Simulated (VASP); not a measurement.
# GaFe3 in VASP: further runs

The runs below take GaFe3 through single point, with LDA.

All numbers are computed with VASP 6.6.1; they aren't measurements. Logs are shortened: lines on timing, memory, paths and dates and some standing lists are left out, and cuts for length are marked.

**1. The cell of the first run**

The typed cell holds 4 atoms: a = 3.549 Å, b = 3.549 Å, c = 3.549 Å, α = 90.00°, β = 90.00°, γ = 90.00°.

**2. Single point, LDA, collinear spin, ferromagnetic start**

Input file INCAR:

```
PREC = Accurate ; ENCUT = 520
EDIFF = 1E-6 ; ISMEAR = -1
SIGMA = 0.05 ; LREAL = F
LASPH = T ; NELM = 150
ALGO = Normal ; ISIF = 2
LWAVE = F ; LCHARG = F
ISPIN = 2 ; MAGMOM = 0 3 3 3
LORBIT = 11 ; LMAXMIX = 4
NBANDS = 30
```

Input file KPOINTS:

```
Automatic mesh
0
Gamma
  6 6 6
```

Input file POSCAR:

```
GaFe3
1.0
    3.5489689448      0.0000033782     -0.0000003669
    0.0000033782      3.5486729052     -0.0000015348
   -0.0000003669     -0.0000015348      3.5489873360
Ga Fe
1 3
Direct
    0.0064877996      0.0011673572      0.0002719786
    0.0064876012      0.5011633780      0.5002729833
    0.5064870211      0.0011670116      0.5002747974
    0.5064883580      0.5011666433      0.0002724807
```

Potentials or basis: VASP PAW LDA potentials, release 64 (Ga_d, Fe).

The run is started by

```sh
> cat potpaw_LDA.64/Ga_d/POTCAR potpaw_LDA.64/Fe/POTCAR > POTCAR
> mpirun -np 1 vasp_std > vasp.out
```

OUTCAR:

```text
PREC = Accurate
   ENCUT = 520
   EDIFF = 1E-6
   ISMEAR = -1
   LREAL = F
   LASPH = T
   NELM = 150
   ISIF = 2
   ISPIN = 2
   LORBIT = 11

 ion  position               nearest neighbor table
   1  0.006  0.001  0.000-   4 2.51   2 2.51   2 2.51   4 2.51   4 2.51   4 2.51   2 2.51   2 2.51
                             3 2.51   3 2.51   3 2.51   3 2.51
   2  0.006  0.501  0.500-   3 2.51   3 2.51   1 2.51   1 2.51   3 2.51   3 2.51   1 2.51   1 2.51
                             4 2.51   4 2.51   4 2.51   4 2.51
   3  0.506  0.001  0.500-   2 2.51   2 2.51   4 2.51   4 2.51   2 2.51   2 2.51   4 2.51   4 2.51
                             1 2.51   1 2.51   1 2.51   1 2.51
   4  0.506  0.501  0.000-   1 2.51   3 2.51   1 2.51   1 2.51   3 2.51   1 2.51   3 2.51   3 2.51
                             2 2.51   2 2.51   2 2.51   2 2.51

  LATTYP: Found a simple tetragonal cell.
 ALAT       =     3.5489689448
 C/A-ratio  =     0.9999165843

  Lattice vectors:

 A1 = (  -3.5489689448,  -0.0000033782,   0.0000003669)
 A2 = (  -0.0000003669,  -0.0000015348,   3.5489873360)
 A3 = (   0.0000033782,   3.5486729052,  -0.0000015348)

Analysis of symmetry for initial positions (statically):
=====================================================================
 Subroutine PRICEL returns:
 Original cell was already a primitive cell.

 Routine SETGRP: Setting up the symmetry group for a
 simple tetragonal supercell.

 Subroutine GETGRP returns: Found 16 space group operations
 (whereof  1 operations were pure point group operations)
 out of a pool of 16 trial point group operations.

The static configuration has the point symmetry C_1 .
 The point group associated with its full space group is D_4h.

Analysis of symmetry for dynamics (positions and initial velocities):
=====================================================================
 Subroutine PRICEL returns:
 Original cell was already a primitive cell.

 Routine SETGRP: Setting up the symmetry group for a
 simple tetragonal supercell.

 Subroutine GETGRP returns: Found 16 space group operations
 (whereof  1 operations were pure point group operations)
 out of a pool of 16 trial point group operations.

The dynamic configuration has the point symmetry C_1 .
 The point group associated with its full space group is D_4h.

Analysis of structural, dynamic, and magnetic symmetry:
=====================================================================
 Subroutine PRICEL returns:
 Original cell was already a primitive cell.

 Routine SETGRP: Setting up the symmetry group for a
 simple tetragonal supercell.

 Subroutine GETGRP returns: Found 16 space group operations
 (whereof  1 operations were pure point group operations)
 out of a pool of 16 trial point group operations.

The overall configuration has the point symmetry C_1 .
 The point group associated with its full space group is D_4h.

 Subroutine INISYM returns: Found 16 space group operations
 (whereof  1 operations are pure point group operations),
 and found     1 'primitive' translations

----------------------------------------------------------------------------------------

                                     Primitive cell

  volume of cell :      44.6964

  direct lattice vectors                    reciprocal lattice vectors
     3.548968945  0.000003378 -0.000000367     0.281771978 -0.000000268  0.000000029
     0.000003378  3.548672905 -0.000001535    -0.000000268  0.281795484  0.000000122
    -0.000000367 -0.000001535  3.548987336     0.000000029  0.000000122  0.281770518

  length of vectors
     3.548968945  3.548672905  3.548987336     0.281771978  0.281795484  0.281770518

  position of ions in fractional coordinates (direct lattice)
     0.006487800  0.001167357  0.000271979
     0.006487601  0.501163378  0.500272983
     0.506487021  0.001167012  0.500274797
     0.506488358  0.501166643  0.000272481

  ion indices of the primitive-cell ions
   primitive index   ion index
                 1           1
                 2           2
                 3           3
                 4           4

----------------------------------------------------------------------------------------

 KPOINTS: Automatic mesh

Automatic generation of k-mesh.
[... 24 lines left out ...]
  0.166667 -0.000000 -0.000000      4.000000
  0.333333 -0.000000  0.000000      4.000000
  0.500000 -0.000000  0.000000      2.000000
 -0.000000  0.166667 -0.000000      2.000000
  0.166667  0.166667 -0.000000      8.000000
[... 16 lines left out ...]
  0.166667  0.333333  0.166667      8.000000
  0.333333  0.333333  0.166667     16.000000
 [... further k-points ...]
   k-points           NKPTS =     40   k-points in BZ     NKDIM =     40   number of bands    NBANDS=     30
   number of dos      NEDOS =    301   number of ions     NIONS =      4
   total plane-waves  NPLWV =  21952
   dimension x,y,z NGX =    28 NGY =   28 NGZ =   28
   dimension x,y,z NGXF=    56 NGYF=   56 NGZF=   56
   ions per type =               1   3
   NGX,Y,Z   is equivalent  to a cutoff of  13.12, 13.12, 13.12 a.u.
   NGXF,Y,Z  is equivalent  to a cutoff of  26.23, 26.23, 26.23 a.u.
 SYSTEM =  unknown system
   PREC   = accura    normal or accurate (medium, high low for compatibility)
   ISTART =      0    job   : 0-new  1-cont  2-samecut
   ICHARG =      2    charge: 1-file 2-atom 10-const
   ISPIN  =      2    spin polarized calculation?
   LNONCOLLINEAR =      F non collinear calculations
   LSORBIT =      F    spin-orbit coupling
   LASPH  =      T    aspherical Exc in radial PAW
   ENCUT  =  520.0 eV  38.22 Ry    6.18 a.u.   6.60  6.60  6.60*2*pi/ulx,y,z
   NELM   =    150;   NELMIN=  2; NELMDL= -5     # of ELM steps
   EDIFF  = 0.1E-05   stopping-criterion for ELM
   LREAL  =      F    real-space projection
   EDIFFG = 0.1E-04   stopping-criterion for IOM
   NSW    =      0    number of steps for IOM
   IBRION =     -1    ionic relax: 0-MD 1-quasi-New 2-CG
   NFREE  =      0    steps in history (QN), initial steepest desc. (CG)
   ISIF   =      2    stress and relaxation
   ISYM   =      2    0-nonsym 1-usesym 2-fastsym
   POTIM  = 0.5000    time-step for ionic-motion
   TEBEG  =    0.0;   TEEND  =   0.0 temperature during run
   PSTRESS=    0.0 pullay stress
   NELECT =      37.0000    total number of electrons
   NUPDOWN=      -1.0000    fix difference up-down
   EMIN   =  10.00;   EMAX   =-10.00  energy-range for DOS
   EFERMI =   0.00;   METHOD = LEGACY
   ISMEAR =    -1;   SIGMA  =   0.05  broadening in eV -4-tet -1-fermi 0-gaus
   EFERMI_NEDOS =   21; number of points for ismear=-14 and -15
   IALGO  =     38    algorithm
   IMIX   =      4    mixing-type and parameters
     AMIX     =   0.40;   BMIX     =  1.00
     AMIX_MAG =   1.60;   BMIX_MAG =  1.00
  volume/ion in A,a.u.               =      11.17        75.41
  Fermi-wavevector in a.u.,A,eV,Ry     =   1.537156  2.904803 32.148495  2.362848
  Thomas-Fermi vector in A             =   2.643704
   LORBIT       =     11    0 simple, 1 ext, 2 COOP (PROOUT), +10 PAW based schemes
   GGA     = CA    functional components
   LHFCALC =     F    Hartree Fock is set to
   AEXX    =    0.0000 exact exchange contribution
   IVDW    =     0    specifies the selected vdW correction
   LEPSILON=     F    determine dielectric tensor
   LRPA    =     F    only Hartree local field effects (RPA)
 spin polarized calculation
  energy-cutoff  :      520.00
  volume of cell :       44.70
 maximum number of plane-waves:      1228
 NGX is ok and might be reduce to    28
   NGX = 13   NGY = 13   NGZ = 13

 number of electron      36.9999999 magnetization       6.2951592

 Free energy of the ion-electron system (eV)
  ---------------------------------------------------
  ext. energy  EPLUGINS =         0.00000000
  ---------------------------------------------------
  free energy    TOTEN  =       -31.80035334 eV

  energy without entropy =      -31.76898630  energy(sigma->0) =      -31.78466982

 E-fermi :   7.2186     XC(G=0): -13.6973

 val. band max:        7.2117218818   @ k =   0.3333  -0.0000   0.0000
 cond. band min:       7.2262655525   @ k =   0.5000   0.1667   0.3333
 fundamental gap:      0.0145436707
 Fermi energy:         7.2186025348

 spin component 1

 k-point     1 :       0.0000    0.0000    0.0000
  band No.  band energies     occupation
      1      -7.5423      1.00000
      2      -7.5422      1.00000
      3      -7.4846      1.00000
      4      -7.4846      1.00000
      5      -7.4845      1.00000
      6      -3.7785      1.00000
[... 781 lines left out ...]
     29      19.1765      0.00000
     30      20.9128      0.00000

 [... further k-points ...]

 spin component 2

 k-point     1 :       0.0000    0.0000    0.0000
  band No.  band energies     occupation
      1      -7.5431      1.00000
      2      -7.5430      1.00000
      3      -7.4807      1.00000
      4      -7.4807      1.00000
      5      -7.4807      1.00000
      6      -3.5461      1.00000
[... 781 lines left out ...]
     29      19.9006      0.00000
     30      21.4610      0.00000

 [... further k-points ...]

------------------------ aborting loop because EDIFF is reached ----------------------------------------

  FORCE on cell =-STRESS in cart. coord.  units (eV):
  Direction    XX          YY          ZZ          XY          YZ          ZX
  --------------------------------------------------------------------------------------
  -------------------------------------------------------------------------------------
  Total       -0.1854467     -0.1814121     -0.1854486     -0.0000003      0.0000002      0.0000000
  in kB       -6.6474802     -6.5028554     -6.6475491     -0.0000125      0.0000057      0.0000014
  external PRESSURE =      -6.5992949 kB  Pullay stress =       0.0000000 kB

 VOLUME and BASIS-vectors are now :
 -----------------------------------------------------------------------------
  energy-cutoff  :      520.00
  volume of cell :       44.70
      direct lattice vectors                 reciprocal lattice vectors
     3.548968945  0.000003378 -0.000000367     0.281771978 -0.000000268  0.000000029
     0.000003378  3.548672905 -0.000001535    -0.000000268  0.281795484  0.000000122
    -0.000000367 -0.000001535  3.548987336     0.000000029  0.000000122  0.281770518

 POSITION                                       TOTAL-FORCE (eV/Angst)
 -----------------------------------------------------------------------------------
      0.02303      0.00414      0.00097        -0.000000     -0.000000     -0.000000
      0.02303      1.77846      1.77546        -0.000000     -0.000000     -0.000000
      1.79751      0.00414      1.77547         0.000000     -0.000000      0.000000
      1.79751      1.77848      0.00097         0.000000      0.000000     -0.000000
 -----------------------------------------------------------------------------------
    total drift:                                0.000044     -0.000436      0.000341

  FREE ENERGIE OF THE ION-ELECTRON SYSTEM (eV)
  ---------------------------------------------------
  free  energy   TOTEN  =       -31.8003533363 eV

  energy  without entropy=      -31.7689862997  energy(sigma->0) =      -31.78466982

 total charge

# of ion       s       p       d       tot
------------------------------------------
    1        0.909   1.017  10.052  11.977
    2        0.478   0.560   6.342   7.380
    3        0.478   0.560   6.342   7.381
    4        0.478   0.560   6.342   7.380
--------------------------------------------------
tot          2.344   2.697  29.077  34.118

 magnetization (x)

# of ion       s       p       d       tot
------------------------------------------
    1       -0.008  -0.105   0.028  -0.085
    2        0.003   0.007   2.080   2.090
    3        0.003   0.007   2.080   2.089
    4        0.003   0.007   2.080   2.090
--------------------------------------------------
tot          0.001  -0.086   6.267   6.183
```

It took 39 s on 1 thread of Intel Xeon 6975P-C (Granite Rapids), shared host; peak memory 0.2 GiB.

What came out:

```
Free energy                                           : -31.8004 eV
Pressure                                              : -0.7 GPa
Net moment                                            : 6.30 μB per cell
Site moments                                          : Ga -0.09; Fe +2.09 μB
Valence electrons inside the program's atomic spheres : Ga 11.98; Fe 7.38
```

**3. Single point, LDA, collinear spin, ferromagnetic start**

Input file INCAR:

```
SYSTEM = GaFe3
PREC = Accurate ; ENCUT = 520
EDIFF = 1E-6 ; ISMEAR = -1
SIGMA = 0.05 ; LREAL = .FALSE.
LASPH = .TRUE. ; NELM = 150
ALGO = Normal ; ISIF = 2
LWAVE = .FALSE. ; LCHARG = .FALSE.
ISPIN = 2 ; MAGMOM = 0 3 3 3
LORBIT = 11 ; LMAXMIX = 4
NBANDS = 30
```

Input file KPOINTS:

```
regular mesh
0
G
  6 6 6
  0 0 0
```

Input file POSCAR:

```
GaFe3
1.0
    3.5497220666     -0.0000040668     -0.0000001063
   -0.0000040668      3.5465347056      0.0000008061
   -0.0000001063      0.0000008061      3.5493481303
Ga Fe
1 3
Direct
    0.0064877207      0.0011665193      0.0002728954
    0.0064876742      0.5011660305      0.5002730308
    0.5064876557      0.0011656567      0.5002731110
    0.5064877294      0.5011661835      0.0002732029
```

Potentials or basis: VASP PAW LDA potentials, release 64 (Ga_d, Fe).

The run is started by

```sh
> cat potpaw_LDA.64/Ga_d/POTCAR potpaw_LDA.64/Fe/POTCAR > POTCAR
> mpirun -np 1 vasp_std > vasp.out
```

Wall time 70 s (1 thread of Intel Xeon 6975P-C (Granite Rapids), shared host); peak memory 0.24 GiB.

Results (log left out):

```
Free energy                                           : -31.8004 eV
Pressure                                              : -0.6 GPa
Net moment                                            : 6.29 μB per cell
Site moments                                          : Ga -0.09; Fe +2.09 μB
Valence electrons inside the program's atomic spheres : Ga 11.98; Fe 7.38
```

Levels at points of the mesh, in eV from the Fermi level:
Spin up:
| k point | band 20 | band 21 | band 22 | band 23 | band 24 | band 25 |
| --- | --- | --- | --- | --- | --- | --- |
| (0.00, 0.00, 0.00) | 0.23 | 0.23 | 0.42 | 0.42 | 0.44 | 6.23 |
| (0.50, 0.00, 0.00) | -1.28 | -0.75 | 0.23 | 5.32 | 5.33 | 6.69 |
| (0.00, 0.50, 0.00) | -1.28 | -0.75 | 0.22 | 5.32 | 5.33 | 6.70 |
| (0.50, 0.50, 0.00) | -0.98 | -0.98 | -0.71 | 1.14 | 1.14 | 7.82 |
| (0.00, 0.00, 0.50) | -1.28 | -0.75 | 0.23 | 5.32 | 5.33 | 6.69 |
| (0.50, 0.00, 0.50) | -0.98 | -0.98 | -0.71 | 1.14 | 1.14 | 7.83 |
| (0.00, 0.50, 0.50) | -0.98 | -0.98 | -0.71 | 1.14 | 1.14 | 7.82 |
| (0.50, 0.50, 0.50) | -1.30 | -0.29 | -0.07 | -0.07 | -0.07 | 2.25 |
Spin down:
```
           k point  band 13  band 14  band 15  band 16  band 17  band 18
(0.00, 0.00, 0.00)     0.34     0.34     0.35     0.66     0.67     0.68
(0.50, 0.00, 0.00)    -0.85    -0.85    -0.43    -0.14     0.37     0.38
(0.00, 0.50, 0.00)    -0.85    -0.85    -0.42    -0.14     0.37     0.37
(0.50, 0.50, 0.00)    -1.53    -0.69    -0.68     0.11     0.25     0.25
(0.00, 0.00, 0.50)    -0.85    -0.85    -0.43    -0.14     0.37     0.38
(0.50, 0.00, 0.50)    -1.52    -0.68    -0.68     0.11     0.25     0.25
(0.00, 0.50, 0.50)    -1.53    -0.69    -0.69     0.11     0.25     0.25
(0.50, 0.50, 0.50)    -0.82    -0.81    -0.81     0.13     0.42     0.42
```
